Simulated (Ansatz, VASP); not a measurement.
One calculation of Ti, two programs

File INCAR:

```
PREC = Accurate
ENCUT = 520
EDIFF = 1E-7
ISMEAR = 0
SIGMA = 0.15
LREAL = False
LASPH = True
NELM = 60
ALGO = Fast
ISIF = 2
LWAVE = False
LCHARG = False
GGA = CA
NBANDS = 12
```

File KPOINTS:

```
Automatic mesh
0
Gamma
  20 20 20
```

File POSCAR:

```
Ti
1.0
    0.0000000000      2.1405714119      2.0005340298
    2.1405714119      0.0000000000      2.0005340298
    2.1405714119      2.1405714119      0.0000000000
Ti
1
Direct
    0.0000000000      0.0000000000      0.0000000000
```

Input for Ansatz:

```yaml
crystal:
  lattice:
    - [0.0, 2.1405714119, 2.0005340298]
    - [2.1405714119, 0.0, 2.0005340298]
    - [2.1405714119, 2.1405714119, 0.0]
  atoms:
    - { symbol: Ti, position: [0.0, 0.0, 0.0] }
basis:
  ecutwfc: 520.0
kpoints:
  mp_grid: { grid: [20, 20, 20] }
hamiltonian:
  xc: lda
  pseudopotentials: { kind: paw, azcp: { folder: soft_1 } }
scf:
  occupations: { method: gaussian, width: 0.15 }
output:
  forces: true
  stress: true
  eigenvalues: true
```

Change from the starting cell: normal strain along x +0.0700, normal strain along y +0.0700.

Alike in both runs: task single point; functional LDA; k mesh 20 × 20 × 20; occupations gaussian, width 0.15 eV; no spin polarisation.

```csv
,VASP,Ansatz
version,VASP 6.6.1,Ansatz 0.2.0
potentials or method,"VASP PAW LDA potentials, release 64 (Ti_sv), cutoff 520 eV","scalar-relativistic, plane waves, PAW"
valence electrons in the cell,12,12
```

|  | VASP | Ansatz | Ansatz less VASP |
| --- | --- | --- | --- |
| gap on the k mesh at the Fermi level (eV) | none | none | - |
| pressure (GPa) | -13.2 | -13.0 | +0.15 |
| traceless stress, the component that is largest in VASP (GPa) | 1.31 | 1.32 | +0.009 |

Ansatz warns that its potentials were made for another functional, while VASP's fit it. LDA's correlation is that of Perdew and Zunger in VASP and of Perdew and Wang (1992) in Ansatz. A gap of «none» marks a metal or a gap that the smearing closes.
